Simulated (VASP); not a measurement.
Write the native input for VASP 6.6.1 that does the following.

```
Task                   : single point
Functional             : PBE
Potentials or basis    : VASP PAW PBE potentials, release 64 (I)
Cutoff                 : 520 eV
k mesh                 : 9 × 9 × 9
Occupations            : gaussian, width 0.02 eV
Spin                   : no spin polarisation
Dipole correction      : no
Further INCAR settings : ALGO = Normal; EDIFF = 1e-06; NBANDS = 10
```

The structure of I lies in POSCAR:

```
I
1.0
    0.0000000000      2.3656004428      3.9098401324
    2.1922454667      0.0000000000      3.9098401324
    2.1922454667      2.3656004428      0.0000000000
I
1
Direct
    0.0000000000      0.0000000000      0.0000000000
```

These files were run (other wordings do the same):

INCAR

```
PREC     = Accurate       # precision mode
ENCUT    = 520            # plane-wave cutoff, eV
EDIFF    = 1E-6           # SCF threshold, eV
ISMEAR   = 0              # smearing method
SIGMA    = 0.02           # smearing width, eV
LREAL    = False          # projectors in reciprocal space
LASPH    = True           # aspherical terms in the spheres
NELM     = 80             # most SCF steps
ALGO     = Normal         # electronic algorithm
ISIF     = 2              # what is computed and relaxed
LWAVE    = False          # write WAVECAR
LCHARG   = False          # write CHGCAR
GGA      = PE             # functional
NBANDS   = 10             # bands
```

KPOINTS

```
regular mesh
0
Gamma
  9 9 9
```

Potentials or basis: VASP PAW PBE potentials, release 64 (I).

Launch:

```bash
$ cat potpaw_PBE.64/I/POTCAR > POTCAR
$ mpirun -np 1 vasp_std > vasp.out
```

It gave:

* Pressure: 0.4 GPa
* Band gap on the k mesh: zero (an odd number of electrons rules out a gap without spin polarisation)

Caveat: spin-orbit coupling is left out, which moves the levels of the heavy elements; an odd number of electrons without spin polarisation forces a metal; a magnetic or distorted state may lie lower.

It took 52 s on 1 thread of Intel Xeon 8259CL, on a shared host, peak memory 0.2 GiB.
